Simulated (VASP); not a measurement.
# MgO (P1) in VASP: relaxation of cell and atoms with PBE

Aim: the relaxation of cell and atoms of MgO with PBE.

Program: VASP 6.6.1. These are calculated values, not measurements. Logs are shortened: lines on timing, memory, paths and dates and some standing lists are left out, and cuts for length are marked.

## 1. The cell of the first run

The typed cell holds 8 atoms: a = 3.522 Å, b = 4.276 Å, c = 6.248 Å, α = 88.25°, β = 89.05°, γ = 90.07°.

## 2. Relaxation of cell and atoms, PBE

Input file INCAR:

```
PREC = Accurate ; ENCUT = 600
EDIFF = 1E-6 ; ISMEAR = 0
SIGMA = 0.1 ; LREAL = F
LASPH = T ; NELM = 60
ALGO = Normal ; ISIF = 3
LWAVE = F ; LCHARG = F
GGA = PE ; IBRION = 2
NSW = 80 ; EDIFFG = -0.025
```

Input file KPOINTS:

```
Automatic mesh
0
Gamma
  4 4 2
```

Input file POSCAR:

```
MgO
1.0
   -3.5222906145     -0.0295200150      0.0022562477
    0.0027155607     -0.0657955720     -4.2759271115
   -0.0511301659     -6.2473568264     -0.0946857340
Mg O
4 4
Direct
    0.5043850994      0.2269839715      0.8127289317
    0.0033214924      0.2591137479      0.3233679365
   -0.0176774759      0.7597726829      0.6736711578
    0.4982737226      0.7360919034      0.1724587421
    0.5020083915      0.7436360234      0.8345021627
    0.0002857876      0.7699445833      0.3278544757
    0.0101184358      0.2442633548      0.6818612619
    0.4992845466      0.2601937327      0.1735553316
```

Potentials or basis: VASP PAW PBE potentials, release 64 (Mg, O).

Started as:

```bash
$ cat potpaw_PBE.64/Mg/POTCAR potpaw_PBE.64/O/POTCAR > POTCAR
$ mpirun -np 1 vasp_std > vasp.out
```

OUTCAR:

```text
PREC = Accurate
   ENCUT = 600
   EDIFF = 1E-6
   ISMEAR = 0
   LREAL = F
   LASPH = T
   NELM = 60
   ISIF = 3
   GGA = PE
   IBRION = 2
   NSW = 80
   EDIFFG = -0.025

 ion  position               nearest neighbor table
   1  0.504  0.227  0.813-   7 1.94   7 1.95   5 2.07   5 2.22   8 2.26   3 2.77   3 2.88   3 2.93
                             4 3.03   3 3.04   4 3.18   2 3.50   2 3.55   2 3.63
   2  0.003  0.259  0.323-   8 1.97   8 2.02   6 2.09   6 2.19   7 2.24   4 2.81   4 2.86   4 3.00
                             3 3.01   4 3.04   3 3.11   1 3.50   1 3.55   1 3.63
   3  0.982  0.760  0.674-   5 1.95   7 2.08   5 2.10   6 2.16   7 2.21   1 2.77   1 2.88   1 2.93
                             2 3.01   1 3.04   2 3.11   4 3.53   4 3.59   4 3.60   4 3.63
   4  0.498  0.736  0.172-   6 2.00   8 2.03   6 2.04   5 2.11   8 2.24   2 2.81   2 2.86   2 3.00
                             1 3.03   2 3.04   1 3.18   3 3.53   3 3.59   3 3.60   3 3.63
   5  0.502  0.744  0.835-   3 1.95   1 2.07   3 2.10   4 2.11   1 2.22
   6  0.000  0.770  0.328-   4 2.00   4 2.04   2 2.09   3 2.16   2 2.19
   7  0.010  0.244  0.682-   1 1.94   1 1.95   3 2.08   3 2.21   2 2.24
   8  0.499  0.260  0.174-   2 1.97   2 2.02   4 2.03   4 2.24   1 2.26

  LATTYP: Found a triclinic cell.
 ALAT       =     7.1217867997
 B/A-ratio  =     0.4945970915
 C/A-ratio  =     0.6004720833
 COS(alpha) =     0.0011465065
 COS(beta)  =     0.0273526781
 COS(gamma) =     0.4800748341

  Lattice vectors:

 A1 = (  -3.4711604486,   6.2178368114,   0.0969419817)
 A2 = (  -3.5222906145,  -0.0295200150,   0.0022562477)
 A3 = (  -0.0027155607,   0.0657955720,   4.2759271115)

Analysis of symmetry for initial positions (statically):
=====================================================================
 Subroutine PRICEL returns:
 Original cell was already a primitive cell.

 Routine SETGRP: Setting up the symmetry group for a
 triclinic supercell.

 Subroutine GETGRP returns: Found  1 space group operations
 (whereof  1 operations were pure point group operations)
 out of a pool of  2 trial point group operations.

The static configuration has the point symmetry C_1 .

Analysis of symmetry for dynamics (positions and initial velocities):
=====================================================================
 Subroutine PRICEL returns:
 Original cell was already a primitive cell.

 Routine SETGRP: Setting up the symmetry group for a
 triclinic supercell.

 Subroutine GETGRP returns: Found  1 space group operations
 (whereof  1 operations were pure point group operations)
 out of a pool of  2 trial point group operations.

The dynamic configuration has the point symmetry C_1 .

[... 110 lines left out ...]
   NFREE  =      1    steps in history (QN), initial steepest desc. (CG)
   ISIF   =      3    stress and relaxation
   ISYM   =      2    0-nonsym 1-usesym 2-fastsym
   POTIM  = 0.5000    time-step for ionic-motion
   TEBEG  =    0.0;   TEEND  =   0.0 temperature during run
   PSTRESS=    0.0 pullay stress
   NELECT =      32.0000    total number of electrons
   NUPDOWN=      -1.0000    fix difference up-down
   EMIN   =  10.00;   EMAX   =-10.00  energy-range for DOS
   EFERMI =   0.00;   METHOD = LEGACY
   ISMEAR =     0;   SIGMA  =   0.10  broadening in eV -4-tet -1-fermi 0-gaus
   EFERMI_NEDOS =   21; number of points for ismear=-14 and -15
   IALGO  =     38    algorithm
   IMIX   =      4    mixing-type and parameters
     AMIX     =   0.40;   BMIX     =  1.00
     AMIX_MAG =   1.60;   BMIX_MAG =  1.00
  volume/ion in A,a.u.               =      11.76        79.35
  Fermi-wavevector in a.u.,A,eV,Ry     =   1.142838  2.159651 17.770280  1.306079
  Thomas-Fermi vector in A             =   2.279535
   LORBIT       =      0    0 simple, 1 ext, 2 COOP (PROOUT), +10 PAW based schemes
   GGA     = PE    functional components
   LHFCALC =     F    Hartree Fock is set to
   AEXX    =    0.0000 exact exchange contribution
   IVDW    =     0    specifies the selected vdW correction
   LEPSILON=     F    determine dielectric tensor
   LRPA    =     F    only Hartree local field effects (RPA)
 conjugate gradient relaxation of ions
 non-spin polarized calculation
 Gauss-broadening in eV      SIGMA  =   0.10
  energy-cutoff  :      600.00
  volume of cell :       94.06
 maximum number of plane-waves:      3156
   NGX = 15   NGY = 17   NGZ = 25

--------------------------------------- Ionic step        1  -------------------------------------------

 number of electron      31.9999997 magnetization

 Free energy of the ion-electron system (eV)
  ---------------------------------------------------
  ext. energy  EPLUGINS =         0.00000000
  ---------------------------------------------------
  free energy    TOTEN  =       -46.84088768 eV

  energy without entropy =      -46.84088768  energy(sigma->0) =      -46.84088768

------------------------ aborting loop because EDIFF is reached ----------------------------------------

  FORCE on cell =-STRESS in cart. coord.  units (eV):
  Direction    XX          YY          ZZ          XY          YZ          ZX
  --------------------------------------------------------------------------------------
  -------------------------------------------------------------------------------------
  Total        2.3221941     -4.6477644     -1.6664705     -1.2625539     -1.7865123      0.0368227
  in kB       39.5538391    -79.1651860    -28.3849248    -21.5050305    -30.4295923      0.6272001
  external PRESSURE =     -22.6654239 kB  Pullay stress =       0.0000000 kB
[... 107 lines left out ...]
  FREE ENERGIE OF THE ION-ELECTRON SYSTEM (eV)
  ---------------------------------------------------
  free  energy   TOTEN  =       -47.3058512037 eV

  energy  without entropy=      -47.3058512037  energy(sigma->0) =      -47.30585120

[... ionic steps 4 to 7 ...]

--------------------------------------- Ionic step        8  -------------------------------------------

 number of electron      32.0000008 magnetization

------------------------ aborting loop because EDIFF is reached ----------------------------------------
[... 79 lines left out ...]
--------------------------------------- Ionic step       10  -------------------------------------------

 number of electron      32.0000007 magnetization

 Free energy of the ion-electron system (eV)
  ---------------------------------------------------
  ext. energy  EPLUGINS =         0.00000000
  ---------------------------------------------------
  free energy    TOTEN  =       -47.36713805 eV

  energy without entropy =      -47.36713805  energy(sigma->0) =      -47.36713805

 E-fermi :   2.2783     XC(G=0):  -9.9522

 val. band max:        1.8322064211   @ k =   0.0000   0.0000   0.0000
 cond. band min:       5.1263009566   @ k =   0.0000   0.0000   0.0000
 fundamental gap:      3.2940945355
 Fermi energy:         2.2782976593

 k-point     1 :       0.0000    0.0000    0.0000
  band No.  band energies     occupation
      1     -14.9884      2.00000
      2     -14.3238      2.00000
      3     -13.9017      2.00000
      4     -13.6658      2.00000
      5      -1.7245      2.00000
      6      -1.6475      2.00000
[... 504 lines left out ...]
  FREE ENERGIE OF THE ION-ELECTRON SYSTEM (eV)
  ---------------------------------------------------
  free  energy   TOTEN  =       -47.3671380458 eV

  energy  without entropy=      -47.3671380458  energy(sigma->0) =      -47.36713805

 reached required accuracy - stopping structural energy minimisation
```

OSZICAR:

```text
N       E                     dE             d eps       ncg     rms          rms(c)
DAV:   1     0.201000536952E+03    0.20100E+03   -0.16591E+04   840   0.151E+03
DAV:   2    -0.387070522650E+02   -0.23971E+03   -0.22876E+03  1186   0.296E+02
DAV:   3    -0.548186123794E+02   -0.16112E+02   -0.16041E+02  1000   0.850E+01
[... 84 lines left out ...]
DAV:   1    -0.473673620600E+02   -0.12545E-02   -0.23585E-01   840   0.393E+00    0.167E-01
DAV:   2    -0.473673503411E+02    0.11719E-04   -0.42447E-03  1030   0.495E-01    0.930E-02
DAV:   3    -0.473671570361E+02    0.19330E-03   -0.15729E-04  1035   0.116E-01    0.309E-02
DAV:   4    -0.473671376806E+02    0.19356E-04   -0.73404E-05  1030   0.690E-02    0.731E-03
DAV:   5    -0.473671380458E+02   -0.36522E-06   -0.79916E-06   990   0.234E-02
  10 F= -.47367138E+02 E0= -.47367138E+02  d E =-.102979E-02
```

CONTCAR:

```text
MgO
   1.00000000000000
    -3.5285217012909476   -0.0029675635396567   -0.0000923620749152
     0.0001481301953699   -0.0009312141315751   -4.2283915280049316
    -0.0057219129978028   -6.0611839438365038   -0.0022772714520191
  Mg              O
     4     4
Direct
     0.4993600589120721    0.2501453541552927    0.8327616959478134
     0.9999653846786484    0.2501261343179246    0.3327052521260046
     0.0000363823344534    0.7498402141393440    0.6671445259547484
     0.5004140230289635    0.7505697945228645    0.1670589597238711
     0.4998731294381767    0.7499807930361154    0.8325450139117767
     0.9999919275032392    0.7497462201428898    0.3324961250196683
     0.9999959934098815    0.2495063315973343    0.6675991271266883
     0.5003631006945577    0.2500851579882402    0.1676893001894221

  0.00000000E+00  0.00000000E+00  0.00000000E+00
  0.00000000E+00  0.00000000E+00  0.00000000E+00
  0.00000000E+00  0.00000000E+00  0.00000000E+00
  0.00000000E+00  0.00000000E+00  0.00000000E+00
  0.00000000E+00  0.00000000E+00  0.00000000E+00
  0.00000000E+00  0.00000000E+00  0.00000000E+00
  0.00000000E+00  0.00000000E+00  0.00000000E+00
  0.00000000E+00  0.00000000E+00  0.00000000E+00
```

Wall time 2.5 min (1 thread of Intel Xeon 6975P-C (Granite Rapids), shared host); peak memory 0.23 GiB.

What came out:

* Free energy: -47.3671 eV
* Relaxed volume: 11.30 Å³/atom
* Relaxed cell: a = 3.529 Å, b = 4.228 Å, c = 6.061 Å, α = 89.97°, β = 89.90°, γ = 90.00°
* Space group after relaxing (to 0.05 Å): P6_3/mmc (No. 194)
* Energy gained by relaxing: 65.8 meV/atom
* Ionic steps: 10
* Pressure after relaxing: 0.1 GPa
* Largest force after relaxing: 0.024 eV/Å
* Band gap on the k mesh: 3.29 eV, direct

Forces in eV/Å, atoms in the order of the input:
```
Mg  -0.009 -0.008  0.007
Mg   0.002 -0.012  0.002
Mg  -0.005 -0.001 -0.003
Mg  -0.001 -0.012  0.020
O    0.013 -0.001  0.004
O    0.003 -0.004 -0.013
O   -0.001  0.014 -0.019
O   -0.002  0.024  0.002
```

The path:
| step | energy change (eV) | largest force (eV/Å) | pressure (GPa) | volume (Å³) |
| --- | --- | --- | --- | --- |
| 1 | 0.0000 | 1.7769 | -2.27 | 94.06 |
| 2 | -0.4444 | 0.7241 | -1.49 | 91.76 |
| 3 | -0.4650 | 0.5281 | -0.75 | 91.14 |
| 4 | -0.5119 | 0.2242 | 0.48 | 90.13 |
| 5 | -0.5137 | 0.1817 | 0.84 | 89.89 |
| 6 | -0.5219 | 0.1243 | -0.21 | 90.61 |
| 7 | -0.5219 | 0.1317 | -0.30 | 90.67 |
| 8 | -0.5246 | 0.0630 | -0.11 | 90.55 |
| 9 | -0.5252 | 0.0655 | 0.01 | 90.46 |
| 10 | -0.5263 | 0.0242 | 0.05 | 90.43 |

Final structure:
```yaml
crystal:
  lattice:
    - [-3.52852, -0.00297, -0.00009]
    - [0.00015, -0.00093, -4.22839]
    - [-0.00572, -6.06118, -0.00228]
  atoms:
    - { symbol: Mg, position: [0.49936, 0.25015, 0.83276] }
    - { symbol: Mg, position: [0.99997, 0.25013, 0.33271] }
    - { symbol: Mg, position: [0.00004, 0.74984, 0.66714] }
    - { symbol: Mg, position: [0.50041, 0.75057, 0.16706] }
    - { symbol: O, position: [0.49987, 0.74998, 0.83254] }
    - { symbol: O, position: [0.99999, 0.74975, 0.33250] }
    - { symbol: O, position: [0.00000, 0.24951, 0.66760] }
    - { symbol: O, position: [0.50036, 0.25009, 0.16769] }
```

Caveat: the k points lie up to 0.52 Å⁻¹ apart in the final cell.
